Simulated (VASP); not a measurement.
# Co (P6_3/mmc) in VASP: further runs

The runs below take Co through single point, with PBE.

All numbers are computed with VASP 6.6.1; they aren't measurements. Logs are shortened: lines on timing, memory, paths and dates and some standing lists are left out, and cuts for length are marked.

## Step 1: The cell of the first run

Symmetry: P6_3/mmc, No. 194, hexagonal system. Conventional cell: a = 2.686 Å, b = 2.686 Å, c = 4.344 Å, α = 90.00°, β = 90.00°, γ = 120.00°. Co (site symmetry -6m2) has 12 Co at 2.67 to 2.69 Å within 3.5 Å.

## Step 2: Single point, PBE, collinear spin, ferromagnetic start (13.57 Å³/atom)

Contents of INCAR:

```
  PREC = Accurate
  ENCUT = 520
  EDIFF = 1E-6
  ISMEAR = 0
  SIGMA = 0.15
  LREAL = F
  LASPH = T
  NELM = 150
  ALGO = Normal
  ISIF = 2
  LWAVE = F
  LCHARG = T
  ISPIN = 2
  MAGMOM = 0.55 0.55
  LORBIT = 11
  NUPDOWN = 1.1
  LMAXMIX = 4
  GGA = PE
  LELF = T
  LVHAR = T
  NBANDS = 20
```

Contents of KPOINTS:

```
Automatic mesh
0
Gamma
  24 24 12
```

Contents of POSCAR:

```
Co
1.0
    2.6858061516      0.0000000000      0.0000000000
   -1.3429030758      2.3259763569      0.0000000000
    0.0000000000      0.0000000000      4.3437604874
Co
2
Direct
    0.6666666667      0.3333333333      0.2500000000
    0.3333333333      0.6666666667      0.7500000000
```

Potentials or basis: VASP PAW PBE potentials, release 64 (Co).

Command:

```sh
> cat potpaw_PBE.64/Co/POTCAR > POTCAR
> mpirun -np 1 vasp_std > vasp.out
```

OUTCAR:

```text
PREC = Accurate
   ENCUT = 520
   EDIFF = 1E-6
   ISMEAR = 0
   LREAL = F
   LASPH = T
   NELM = 150
   ISIF = 2
   ISPIN = 2
   LORBIT = 11
   NUPDOWN = 1.1
   GGA = PE

 ion  position               nearest neighbor table
   1  0.667  0.333  0.250-   2 2.67   2 2.67   2 2.67   2 2.67   2 2.67   2 2.67
   2  0.333  0.667  0.750-   1 2.67   1 2.67   1 2.67   1 2.67   1 2.67   1 2.67

  LATTYP: Found a hexagonal cell.
 ALAT       =     2.6858061516
 C/A-ratio  =     1.6173023078

  Lattice vectors:

 A1 = (   2.6858061516,   0.0000000000,   0.0000000000)
 A2 = (  -1.3429030758,   2.3259763569,   0.0000000000)
 A3 = (   0.0000000000,   0.0000000000,   4.3437604874)

Analysis of symmetry for initial positions (statically):
=====================================================================
 Subroutine PRICEL returns:
 Original cell was already a primitive cell.

 Routine SETGRP: Setting up the symmetry group for a
 hexagonal supercell.

 Subroutine GETGRP returns: Found 24 space group operations
 (whereof 12 operations were pure point group operations)
 out of a pool of 24 trial point group operations.

The static configuration has the point symmetry D_3d.
 The point group associated with its full space group is D_6h.

Analysis of symmetry for dynamics (positions and initial velocities):
=====================================================================
 Subroutine PRICEL returns:
 Original cell was already a primitive cell.

 Routine SETGRP: Setting up the symmetry group for a
 hexagonal supercell.

 Subroutine GETGRP returns: Found 24 space group operations
 (whereof 12 operations were pure point group operations)
 out of a pool of 24 trial point group operations.

The dynamic configuration has the point symmetry D_3d.
 The point group associated with its full space group is D_6h.

Analysis of structural, dynamic, and magnetic symmetry:
=====================================================================
 Subroutine PRICEL returns:
 Original cell was already a primitive cell.

 Routine SETGRP: Setting up the symmetry group for a
 hexagonal supercell.

 Subroutine GETGRP returns: Found 24 space group operations
 (whereof 12 operations were pure point group operations)
 out of a pool of 24 trial point group operations.

The overall configuration has the point symmetry D_3d.
 The point group associated with its full space group is D_6h.

 Subroutine INISYM returns: Found 24 space group operations
 (whereof 12 operations are pure point group operations),
 and found     1 'primitive' translations

----------------------------------------------------------------------------------------

                                     Primitive cell

  volume of cell :      27.1360

  direct lattice vectors                    reciprocal lattice vectors
     2.685806152  0.000000000  0.000000000     0.372327690  0.214963492  0.000000000
    -1.342903076  2.325976357  0.000000000     0.000000000  0.429926984  0.000000000
     0.000000000  0.000000000  4.343760487     0.000000000  0.000000000  0.230215272

  length of vectors
     2.685806152  2.685806152  4.343760487     0.429926984  0.429926984  0.230215272

  position of ions in fractional coordinates (direct lattice)
     0.666666667  0.333333333  0.250000000
     0.333333333  0.666666667  0.750000000

  ion indices of the primitive-cell ions
   primitive index   ion index
                 1           1
                 2           2

----------------------------------------------------------------------------------------

 KPOINTS: Automatic mesh

Automatic generation of k-mesh.
 Grid dimensions read from file:
 generate k-points for:   24   24   12

 Generating k-lattice:

  Cartesian coordinates                     Fractional coordinates (reciprocal lattice)
     0.015513654  0.008956812  0.000000000     0.041666667 -0.000000000  0.000000000
     0.000000000  0.017913624  0.000000000     0.000000000  0.041666667  0.000000000
     0.000000000  0.000000000  0.019184606     0.000000000  0.000000000  0.083333333

  Length of vectors
     0.017913624  0.017913624  0.019184606

  Shift w.r.t. Gamma in fractional coordinates (k-lattice)
     0.000000000  0.000000000  0.000000000

 Subroutine IBZKPT returns following result:
 ===========================================

 Found    427 irreducible k-points:

 Following reciprocal coordinates:
            Coordinates               Weight
  0.000000  0.000000  0.000000      1.000000
  0.041667  0.000000  0.000000      6.000000
  0.083333  0.000000  0.000000      6.000000
  0.125000  0.000000  0.000000      6.000000
  0.166667 -0.000000  0.000000      6.000000
  0.208333  0.000000  0.000000      6.000000
[... 16 lines left out ...]
  0.416667  0.041667  0.000000     12.000000
  0.458333  0.041667  0.000000     12.000000
 [... further k-points ...]
   k-points           NKPTS =    427   k-points in BZ     NKDIM =    427   number of bands    NBANDS=     20
   number of dos      NEDOS =    301   number of ions     NIONS =      2
   total plane-waves  NPLWV =  12800
   dimension x,y,z NGX =    20 NGY =   20 NGZ =   32
   dimension x,y,z NGXF=    40 NGYF=   40 NGZF=   64
   ions per type =               2
   NGX,Y,Z   is equivalent  to a cutoff of  12.38, 12.38, 12.25 a.u.
   NGXF,Y,Z  is equivalent  to a cutoff of  24.76, 24.76, 24.49 a.u.
 SYSTEM =  unknown system
   PREC   = accura    normal or accurate (medium, high low for compatibility)
   ISTART =      0    job   : 0-new  1-cont  2-samecut
   ICHARG =      2    charge: 1-file 2-atom 10-const
   ISPIN  =      2    spin polarized calculation?
   LNONCOLLINEAR =      F non collinear calculations
   LSORBIT =      F    spin-orbit coupling
   LASPH  =      T    aspherical Exc in radial PAW
   ENCUT  =  520.0 eV  38.22 Ry    6.18 a.u.   4.99  4.99  8.08*2*pi/ulx,y,z
   NELM   =    150;   NELMIN=  2; NELMDL= -5     # of ELM steps
   EDIFF  = 0.1E-05   stopping-criterion for ELM
   LREAL  =      F    real-space projection
   EDIFFG = 0.1E-04   stopping-criterion for IOM
   NSW    =      0    number of steps for IOM
   IBRION =     -1    ionic relax: 0-MD 1-quasi-New 2-CG
   NFREE  =      0    steps in history (QN), initial steepest desc. (CG)
   ISIF   =      2    stress and relaxation
   ISYM   =      2    0-nonsym 1-usesym 2-fastsym
   POTIM  = 0.5000    time-step for ionic-motion
   TEBEG  =    0.0;   TEEND  =   0.0 temperature during run
   PSTRESS=    0.0 pullay stress
   NELECT =      18.0000    total number of electrons
   NUPDOWN=       1.1000    fix difference up-down
   EMIN   =  10.00;   EMAX   =-10.00  energy-range for DOS
   EFERMI =   0.00;   METHOD = LEGACY
   ISMEAR =     0;   SIGMA  =   0.15  broadening in eV -4-tet -1-fermi 0-gaus
   EFERMI_NEDOS =   21; number of points for ismear=-14 and -15
   IALGO  =     38    algorithm
   IMIX   =      4    mixing-type and parameters
     AMIX     =   0.40;   BMIX     =  1.00
     AMIX_MAG =   1.60;   BMIX_MAG =  1.00
  volume/ion in A,a.u.               =      13.57        91.56
  Fermi-wavevector in a.u.,A,eV,Ry     =   1.427744  2.698045 27.734842  2.038453
  Thomas-Fermi vector in A             =   2.547881
   LORBIT       =     11    0 simple, 1 ext, 2 COOP (PROOUT), +10 PAW based schemes
   GGA     = PE    functional components
   LHFCALC =     F    Hartree Fock is set to
   AEXX    =    0.0000 exact exchange contribution
   IVDW    =     0    specifies the selected vdW correction
   LEPSILON=     F    determine dielectric tensor
   LRPA    =     F    only Hartree local field effects (RPA)
 spin polarized calculation
 Gauss-broadening in eV      SIGMA  =   0.15
  energy-cutoff  :      520.00
  volume of cell :       27.14
 maximum number of plane-waves:       760
 NGX is ok and might be reduce to    20
   NGX =  9   NGY =  9   NGZ = 17

 number of electron      18.0000010 magnetization       1.1000001

 Free energy of the ion-electron system (eV)
  ---------------------------------------------------
  ext. energy  EPLUGINS =         0.00000000
  ---------------------------------------------------
  free energy    TOTEN  =       -12.83274213 eV

  energy without entropy =      -12.74344809  energy(sigma->0) =      -12.78809511

 E-fermi :   7.3454     XC(G=0): -12.1515

 val. band max:        7.3454310677   @ k =   0.1667   0.1250   0.4167
 cond. band min:       6.9698629844   @ k =   0.2500   0.1250   0.5000
 fundamental gap:     -0.3755680833
 Fermi energy:         6.9693558165

 spin component 1

 k-point     1 :       0.0000    0.0000    0.0000
  band No.  band energies     occupation
      1      -0.2214      1.00000
      2       3.5583      1.00000
      3       5.6183      1.00000
      4       5.6529      1.00000
      5       5.6529      1.00000
      6       5.8786      1.00000
[... 12 lines left out ...]
     19      29.8955      0.00000
     20      30.3517      0.00000
[... 507 lines left out ...]
 k-point    24 :       0.4583    0.0417    0.0000
  band No.  band energies     occupation
      1       3.8217      1.00000
      2       4.0494      1.00000
      3       4.2367      1.00000
      4       5.4989      1.00000
      5       5.5111      1.00000
      6       5.6544      1.00000
[... 12 lines left out ...]
     19      27.1173      0.00000
     20      28.2550      0.00000

 [... further k-points ...]

 spin component 2

 k-point     1 :       0.0000    0.0000    0.0000
  band No.  band energies     occupation
      1      -0.2857      1.00000
      2       3.8656      1.00000
      3       6.1785      1.00000
      4       6.2076      1.00000
      5       6.2076      1.00000
      6       6.4496      1.00000
[... 12 lines left out ...]
     19      29.8275      0.00000
     20      30.2140      0.00000
[... 507 lines left out ...]
 k-point    24 :       0.4583    0.0417    0.0000
  band No.  band energies     occupation
      1       4.0780      1.00000
      2       4.4607      1.00000
      3       4.7072      1.00000
      4       5.7336      1.00000
      5       6.1164      1.00000
      6       6.2212      1.00000
[... 12 lines left out ...]
     19      27.0089      0.00000
     20      28.3068      0.00000

 [... further k-points ...]

------------------------ aborting loop because EDIFF is reached ----------------------------------------

  FORCE on cell =-STRESS in cart. coord.  units (eV):
  Direction    XX          YY          ZZ          XY          YZ          ZX
  --------------------------------------------------------------------------------------
  -------------------------------------------------------------------------------------
  Total       -5.8059877     -5.8059877     -5.9876662      0.0000000      0.0000000      0.0000000
  in kB     -342.8000381   -342.8000381   -353.5267930      0.0000000      0.0000000      0.0000000
  external PRESSURE =    -346.3756230 kB  Pullay stress =       0.0000000 kB

 VOLUME and BASIS-vectors are now :
 -----------------------------------------------------------------------------
  energy-cutoff  :      520.00
  volume of cell :       27.14
      direct lattice vectors                 reciprocal lattice vectors
     2.685806152  0.000000000  0.000000000     0.372327690  0.214963492  0.000000000
    -1.342903076  2.325976357  0.000000000     0.000000000  0.429926984  0.000000000
     0.000000000  0.000000000  4.343760487     0.000000000  0.000000000  0.230215272

 POSITION                                       TOTAL-FORCE (eV/Angst)
 -----------------------------------------------------------------------------------
      1.34290      0.77533      1.08594        -0.000000      0.000000      0.000000
     -0.00000      1.55065      3.25782         0.000000     -0.000000      0.000000
 -----------------------------------------------------------------------------------
    total drift:                               -0.000000      0.000000     -0.000000

  FREE ENERGIE OF THE ION-ELECTRON SYSTEM (eV)
  ---------------------------------------------------
  free  energy   TOTEN  =       -12.8327421259 eV

  energy  without entropy=      -12.7434480892  energy(sigma->0) =      -12.78809511

 total charge

# of ion       s       p       d       tot
------------------------------------------
    1        0.398   0.345   7.189   7.931
    2        0.398   0.345   7.189   7.931
--------------------------------------------------
tot          0.796   0.690  14.378  15.863

 magnetization (x)

# of ion       s       p       d       tot
------------------------------------------
    1       -0.009  -0.025   0.617   0.584
    2       -0.009  -0.025   0.617   0.584
--------------------------------------------------
tot         -0.018  -0.049   1.234   1.167
```

It took 2.3 min on 1 thread of Intel Xeon 6975P-C (Granite Rapids), shared host; peak memory 0.4 GiB.

Results:

```
Free energy                                           : -12.8327 eV
Pressure                                              : -34.6 GPa
Net moment                                            : 1.10 μB per cell
Site moments                                          : Co +0.58 μB
Valence electrons inside the program's atomic spheres : Co 7.93
```

Stress tensor (GPa, compression positive):
```
-34.28   0.00   0.00
  0.00 -34.28   0.00
  0.00   0.00 -35.35
```

Caveat: the cell stands under tension; the total moment is fixed, so each spin has its own Fermi level.

(Continued in part 2 of 2.)
